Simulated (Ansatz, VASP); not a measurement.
One calculation of BeSiSb2, two programs

Contents of POSCAR:

```
BeSiSb2
1.0
    4.1218505758      0.0000000000      0.0000000000
    0.0000000000      4.1218505758      0.0000000000
    0.0000000000      0.0000000000      5.7792125733
Be Sb Si
1 2 1
Direct
    0.0000000000      0.0000000000      0.0000000000
    0.0000000000      0.5000000000      0.2262088293
    0.5000000000      0.0000000000      0.7737911707
    0.5000000000      0.5000000000      0.5000000000
```

Contents of INCAR.step1:

```
  ALGO = Normal
  EDIFF = 1E-5
  ENCUT = 520
  GGA = PE
  ISIF = 2
  ISMEAR = -1
  LASPH = T
  LCHARG = F
  LREAL = F
  LWAVE = T
  NBANDS = 16
  NELM = 60
  PREC = Accurate
  SIGMA = 0.02
```

Contents of INCAR.step2:

```
  ALGO = Normal
  EDIFF = 1E-6
  ENCUT = 520
  GGA = PE
  HFSCREEN = 0.2079
  ISIF = 2
  ISMEAR = -1
  ISTART = 1
  LASPH = T
  LCHARG = F
  LHFCALC = T
  LREAL = F
  LWAVE = F
  NBANDS = 16
  NELM = 60
  PREC = Accurate
  PRECFOCK = Normal
  SIGMA = 0.02
```

Contents of KPOINTS:

```
k-points
0
Gamma
  4 4 4
```

Input for Ansatz:

```yaml
crystal:
  lattice:
    - [4.1218505758, 0.0, 0.0]
    - [0.0, 4.1218505758, 0.0]
    - [0.0, 0.0, 5.7792125733]
  atoms:
    - { symbol: Be, position: [0.0, 0.0, 0.0] }
    - { symbol: Sb, position: [0.0, 0.5, 0.2262088293] }
    - { symbol: Si, position: [0.5, 0.5, 0.5] }
    - { symbol: Sb, position: [0.5, 0.0, 0.7737911707] }
kpoints:
  mp_grid: { grid: [4, 4, 4] }
  band_path:
    path:
      - [0.0, 0.0, 0.0]
      - [0.0, 0.5, 0.0]
      - [0.5, 0.5, 0.0]
      - [0.0, 0.0, 0.5]
      - [0.0, 0.5, 0.5]
      - [0.5, 0.5, 0.5]
    npoints: 1
hamiltonian:
  xc: hse06
scf:
  occupations: { method: fermi_dirac, width: 0.02 }
  n_extra_bands: 5
output:
  forces: true
  stress: true
  eigenvalues: true
```

Alike in both runs: task single point; functional HSE06; k mesh 4 × 4 × 4; occupations fermi-dirac, width 0.02 eV; no spin polarisation.

```csv
,VASP,Ansatz
version,VASP 6.6.1,Ansatz 0.2.0
potentials or method,"VASP PAW PBE potentials, release 64 (Be, Sb, Si)","plane waves, PAW"
plane-wave cutoff (eV),520,420
valence electrons in the cell,16,36
```

Ansatz gave:

* pressure (GPa): -0.5
* rms of the force components (eV/Å): 0.015

Estimate VASP's values.

pressure (GPa): -1.1; rms of the force components (eV/Å): 0.025.

The functional is the same, so the differences come from potentials, cutoffs and numerics. VASP's potentials hold 16 valence electrons a cell and Ansatz's 36, so a difference there can come from the potentials and not from the codes. Ansatz's warnings: stress exchange threshold loose, stress scf threshold loose.

Neither program's run includes spin-orbit coupling.
